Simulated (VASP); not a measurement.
# Mg3TlF (Pm-3m) in VASP: single point with PBE

Aim: the single point of Mg3TlF with PBE.

All numbers are computed with VASP 6.6.1; they aren't measurements. Logs are shortened: lines on timing, memory, paths and dates and some standing lists are left out, and cuts for length are marked.

## 1. The cell of the first run

The structure is cubic, space group Pm-3m (No. 221). The conventional cell has a = 4.757 Å, b = 4.757 Å, c = 4.757 Å, α = 90.00°, β = 90.00°, γ = 90.00°. Within 3.1 Å of Mg (site symmetry 4/mmm) lie 2 Tl at 2.38 Å. Within 3.1 Å of Tl (site symmetry m-3m) lie 6 Mg at 2.38 Å. Within 4.4 Å of F (site symmetry m-3m) lie 12 Mg at 3.36 Å and 8 Tl at 4.12 Å.

## 2. Single point, PBE

Input file INCAR:

```
PREC = Accurate
ENCUT = 520
EDIFF = 1E-7
ISMEAR = 0
SIGMA = 0.1
LREAL = False
LASPH = True
NELM = 60
ALGO = Normal
ISIF = 2
LWAVE = False
LCHARG = True
GGA = PE
LELF = True
LVHAR = True
NBANDS = 21
```

Input file KPOINTS:

```
Automatic mesh
0
Gamma
  4 4 4
```

Input file POSCAR:

```
Mg3TlF
1.0
    4.7565881500      0.0000000000      0.0000000000
    0.0000000000      4.7565881500      0.0000000000
    0.0000000000      0.0000000000      4.7565881500
Mg Tl F
3 1 1
Direct
    0.5000000000      0.0000000000      0.0000000000
    0.0000000000      0.5000000000      0.0000000000
    0.0000000000      0.0000000000      0.5000000000
    0.0000000000      0.0000000000      0.0000000000
    0.5000000000      0.5000000000      0.5000000000
```

Potentials or basis: VASP PAW PBE potentials, release 64 (Mg, Tl_d, F).

Started as:

```console
$ cat potpaw_PBE.64/Mg/POTCAR potpaw_PBE.64/Tl_d/POTCAR potpaw_PBE.64/F/POTCAR > POTCAR
$ mpirun -np 1 vasp_std > vasp.out
```

OUTCAR:

```text
PREC = Accurate
   ENCUT = 520
   EDIFF = 1E-7
   ISMEAR = 0
   LREAL = False
   LASPH = True
   NELM = 60
   ISIF = 2
   GGA = PE

 ion  position               nearest neighbor table
   1  0.500  0.000  0.000-   4 2.38   4 2.38   2 3.36   3 3.36   2 3.36   2 3.36   3 3.36   3 3.36
                             3 3.36   2 3.36
   2  0.000  0.500  0.000-   4 2.38   4 2.38   1 3.36   3 3.36   1 3.36   3 3.36   3 3.36   3 3.36
                             1 3.36   1 3.36
   3  0.000  0.000  0.500-   4 2.38   4 2.38   1 3.36   1 3.36   2 3.36   2 3.36   2 3.36   2 3.36
                             1 3.36   1 3.36
   4  0.000  0.000  0.000-   1 2.38   2 2.38   3 2.38   3 2.38   2 2.38   1 2.38
   5  0.500  0.500  0.500-

  LATTYP: Found a simple cubic cell.
 ALAT       =     4.7565881500

  Lattice vectors:

 A1 = (   4.7565881500,   0.0000000000,   0.0000000000)
 A2 = (   0.0000000000,   4.7565881500,   0.0000000000)
 A3 = (   0.0000000000,   0.0000000000,   4.7565881500)

Analysis of symmetry for initial positions (statically):
=====================================================================
 Subroutine PRICEL returns:
 Original cell was already a primitive cell.

 Routine SETGRP: Setting up the symmetry group for a
 simple cubic supercell.

 Subroutine GETGRP returns: Found 48 space group operations
 (whereof 48 operations were pure point group operations)
 out of a pool of 48 trial point group operations.

The static configuration has the point symmetry O_h .

Analysis of symmetry for dynamics (positions and initial velocities):
=====================================================================
 Subroutine PRICEL returns:
 Original cell was already a primitive cell.

 Routine SETGRP: Setting up the symmetry group for a
 simple cubic supercell.

 Subroutine GETGRP returns: Found 48 space group operations
 (whereof 48 operations were pure point group operations)
 out of a pool of 48 trial point group operations.

The dynamic configuration has the point symmetry O_h .

 Subroutine INISYM returns: Found 48 space group operations
 (whereof 48 operations are pure point group operations),
 and found     1 'primitive' translations

----------------------------------------------------------------------------------------

                                     Primitive cell

  volume of cell :     107.6184

  direct lattice vectors                    reciprocal lattice vectors
     4.756588150  0.000000000  0.000000000     0.210234725  0.000000000  0.000000000
     0.000000000  4.756588150  0.000000000     0.000000000  0.210234725  0.000000000
     0.000000000  0.000000000  4.756588150     0.000000000  0.000000000  0.210234725

  length of vectors
     4.756588150  4.756588150  4.756588150     0.210234725  0.210234725  0.210234725

  position of ions in fractional coordinates (direct lattice)
     0.500000000  0.000000000  0.000000000
     0.000000000  0.500000000  0.000000000
     0.000000000  0.000000000  0.500000000
     0.000000000  0.000000000  0.000000000
     0.500000000  0.500000000  0.500000000

  ion indices of the primitive-cell ions
   primitive index   ion index
                 1           1
                 2           2
                 3           3
                 4           4
                 5           5

----------------------------------------------------------------------------------------

 KPOINTS: Automatic mesh

Automatic generation of k-mesh.
 Grid dimensions read from file:
 generate k-points for:    4    4    4

 Generating k-lattice:

  Cartesian coordinates                     Fractional coordinates (reciprocal lattice)
     0.052558681  0.000000000  0.000000000     0.250000000  0.000000000  0.000000000
     0.000000000  0.052558681  0.000000000     0.000000000  0.250000000  0.000000000
     0.000000000  0.000000000  0.052558681     0.000000000  0.000000000  0.250000000

  Length of vectors
     0.052558681  0.052558681  0.052558681

  Shift w.r.t. Gamma in fractional coordinates (k-lattice)
     0.000000000  0.000000000  0.000000000

 Subroutine IBZKPT returns following result:
 ===========================================

 Found     10 irreducible k-points:

 Following reciprocal coordinates:
            Coordinates               Weight
  0.000000  0.000000  0.000000      1.000000
  0.250000  0.000000  0.000000      6.000000
  0.500000  0.000000  0.000000      3.000000
  0.250000  0.250000  0.000000     12.000000
  0.500000  0.250000  0.000000     12.000000
  0.500000  0.500000  0.000000      3.000000
  0.250000  0.250000  0.250000      8.000000
  0.500000  0.250000  0.250000     12.000000
  0.500000  0.500000  0.250000      6.000000
  0.500000  0.500000  0.500000      1.000000
   k-points           NKPTS =     10   k-points in BZ     NKDIM =     10   number of bands    NBANDS=     21
   number of dos      NEDOS =    301   number of ions     NIONS =      5
   total plane-waves  NPLWV =  46656
   dimension x,y,z NGX =    36 NGY =   36 NGZ =   36
   dimension x,y,z NGXF=    72 NGYF=   72 NGZF=   72
   ions per type =               3   1   1
   NGX,Y,Z   is equivalent  to a cutoff of  12.58, 12.58, 12.58 a.u.
   NGXF,Y,Z  is equivalent  to a cutoff of  25.16, 25.16, 25.16 a.u.
 SYSTEM =  unknown system
   PREC   = accura    normal or accurate (medium, high low for compatibility)
   ISTART =      0    job   : 0-new  1-cont  2-samecut
   ICHARG =      2    charge: 1-file 2-atom 10-const
   ISPIN  =      1    spin polarized calculation?
   LNONCOLLINEAR =      F non collinear calculations
   LSORBIT =      F    spin-orbit coupling
   LASPH  =      T    aspherical Exc in radial PAW
   ENCUT  =  520.0 eV  38.22 Ry    6.18 a.u.   8.84  8.84  8.84*2*pi/ulx,y,z
   NELM   =     60;   NELMIN=  2; NELMDL= -5     # of ELM steps
   EDIFF  = 0.1E-06   stopping-criterion for ELM
   LREAL  =      F    real-space projection
   EDIFFG = 0.1E-05   stopping-criterion for IOM
   NSW    =      0    number of steps for IOM
   IBRION =     -1    ionic relax: 0-MD 1-quasi-New 2-CG
   NFREE  =      0    steps in history (QN), initial steepest desc. (CG)
   ISIF   =      2    stress and relaxation
   ISYM   =      2    0-nonsym 1-usesym 2-fastsym
   POTIM  = 0.5000    time-step for ionic-motion
   TEBEG  =    0.0;   TEEND  =   0.0 temperature during run
   PSTRESS=    0.0 pullay stress
   NELECT =      26.0000    total number of electrons
   NUPDOWN=      -1.0000    fix difference up-down
   EMIN   =  10.00;   EMAX   =-10.00  energy-range for DOS
   EFERMI =   0.00;   METHOD = LEGACY
   ISMEAR =     0;   SIGMA  =   0.10  broadening in eV -4-tet -1-fermi 0-gaus
   EFERMI_NEDOS =   21; number of points for ismear=-14 and -15
   IALGO  =     38    algorithm
   IMIX   =      4    mixing-type and parameters
     AMIX     =   0.40;   BMIX     =  1.00
     AMIX_MAG =   1.60;   BMIX_MAG =  1.00
  volume/ion in A,a.u.               =      21.52       145.25
  Fermi-wavevector in a.u.,A,eV,Ry     =   1.019617  1.926797 14.144873  1.039619
  Thomas-Fermi vector in A             =   2.153141
   LORBIT       =      0    0 simple, 1 ext, 2 COOP (PROOUT), +10 PAW based schemes
   GGA     = PE    functional components
   LHFCALC =     F    Hartree Fock is set to
   AEXX    =    0.0000 exact exchange contribution
   IVDW    =     0    specifies the selected vdW correction
   LEPSILON=     F    determine dielectric tensor
   LRPA    =     F    only Hartree local field effects (RPA)
 non-spin polarized calculation
 Gauss-broadening in eV      SIGMA  =   0.10
  energy-cutoff  :      520.00
  volume of cell :      107.62
 maximum number of plane-waves:      2945
 NGX is ok and might be reduce to    36
   NGX = 17   NGY = 17   NGZ = 17

 number of electron      25.9999991 magnetization

 Free energy of the ion-electron system (eV)
  ---------------------------------------------------
  ext. energy  EPLUGINS =         0.00000000
  ---------------------------------------------------
  free energy    TOTEN  =        -7.83373254 eV

  energy without entropy =       -7.83373254  energy(sigma->0) =       -7.83373254

 E-fermi :   3.2003     XC(G=0):  -8.6055

 val. band max:        2.8074076508   @ k =   0.5000   0.5000   0.0000
 cond. band min:       3.5926721047   @ k =   0.5000   0.5000   0.0000
 fundamental gap:      0.7852644539
 Fermi energy:         3.2003129747

 k-point     1 :       0.0000    0.0000    0.0000
  band No.  band energies     occupation
      1     -18.1847      2.00000
      2      -9.7120      2.00000
      3      -9.7120      2.00000
      4      -9.3089      2.00000
      5      -9.3089      2.00000
      6      -9.3089      2.00000
[... 13 lines left out ...]
     20      10.2479      0.00000
     21      10.2479      0.00000

 k-point     2 :       0.2500    0.0000    0.0000
  band No.  band energies     occupation
      1     -18.1830      2.00000
      2      -9.7107      2.00000
      3      -9.6683      2.00000
      4      -9.3111      2.00000
      5      -9.3111      2.00000
      6      -9.3082      2.00000
[... 13 lines left out ...]
     20       9.5510      0.00000
     21      10.0693      0.00000

 k-point     3 :       0.5000    0.0000    0.0000
  band No.  band energies     occupation
      1     -18.1815      2.00000
      2      -9.7094      2.00000
      3      -9.6253      2.00000
      4      -9.3132      2.00000
      5      -9.3132      2.00000
      6      -9.3075      2.00000
[... 13 lines left out ...]
     20      10.0373      0.00000
     21      10.0373      0.00000
[... 121 lines left out ...]
 k-point     9 :       0.5000    0.5000    0.2500
  band No.  band energies     occupation
      1     -18.1785      2.00000
      2      -9.6194      2.00000
      3      -9.5721      2.00000
      4      -9.3192      2.00000
      5      -9.3152      2.00000
      6      -9.3152      2.00000
[... 13 lines left out ...]
     20      10.4519      0.00000
     21      11.9958      0.00000

 k-point    10 :       0.5000    0.5000    0.5000
  band No.  band energies     occupation
      1     -18.1771      2.00000
      2      -9.5714      2.00000
      3      -9.5714      2.00000
      4      -9.3190      2.00000
      5      -9.3190      2.00000
      6      -9.3190      2.00000
[... 13 lines left out ...]
     20      12.0718      0.00000
     21      12.9781      0.00000

------------------------ aborting loop because EDIFF is reached ----------------------------------------

  FORCE on cell =-STRESS in cart. coord.  units (eV):
  Direction    XX          YY          ZZ          XY          YZ          ZX
  --------------------------------------------------------------------------------------
  -------------------------------------------------------------------------------------
  Total       12.4234918     12.4234918     12.4234918     -0.0000000     -0.0000000      0.0000000
  in kB      184.9556539    184.9556539    184.9556539     -0.0000000     -0.0000000      0.0000000
  external PRESSURE =     184.9556539 kB  Pullay stress =       0.0000000 kB

 VOLUME and BASIS-vectors are now :
 -----------------------------------------------------------------------------
  energy-cutoff  :      520.00
  volume of cell :      107.62
      direct lattice vectors                 reciprocal lattice vectors
     4.756588150  0.000000000  0.000000000     0.210234725  0.000000000  0.000000000
     0.000000000  4.756588150  0.000000000     0.000000000  0.210234725  0.000000000
     0.000000000  0.000000000  4.756588150     0.000000000  0.000000000  0.210234725

 POSITION                                       TOTAL-FORCE (eV/Angst)
 -----------------------------------------------------------------------------------
      2.37829      0.00000      0.00000         0.000000      0.000000      0.000000
      0.00000      2.37829      0.00000         0.000000      0.000000      0.000000
      0.00000      0.00000      2.37829         0.000000      0.000000      0.000000
      0.00000      0.00000      0.00000         0.000000      0.000000      0.000000
      2.37829      2.37829      2.37829         0.000000      0.000000      0.000000
 -----------------------------------------------------------------------------------
    total drift:                                0.000000      0.000000      0.000000

  FREE ENERGIE OF THE ION-ELECTRON SYSTEM (eV)
  ---------------------------------------------------
  free  energy   TOTEN  =        -7.8337325403 eV

  energy  without entropy=       -7.8337325393  energy(sigma->0) =       -7.83373254
```

It took 21 s on 1 thread of Intel Xeon Platinum 8375C at 2.90GHz (Ice Lake), shared host; peak memory 0.22 GiB.

Results:

```yaml
Free_energy: -7.8337 eV
Pressure: 18.5 GPa
Band_gap_on_the_k_mesh: 0.79 eV, direct
```

Levels at points of the mesh, in eV from the valence-band top:
```tsv
k point	band 9	band 10	band 11	band 12	band 13	band 14	band 15	band 16	band 17	band 18
(0.00, 0.00, 0.00)	-2.88	-2.88	-0.56	-0.56	-0.56	0.98	2.19	2.19	6.63	6.63
(0.50, 0.00, 0.00)	-2.82	-2.71	-2.71	-0.47	-0.47	2.43	3.52	3.70	4.41	4.41
(0.50, 0.50, 0.00)	-3.84	-2.68	-1.76	-1.76	0.00	0.79	3.53	4.41	4.41	4.99
(0.50, 0.50, 0.50)	-2.98	-2.98	-2.50	-2.50	-2.50	1.89	1.89	1.89	5.09	9.26
```

Caveat: spin-orbit coupling is left out, which moves the levels of the heavy elements. A k mesh can miss the band edges.
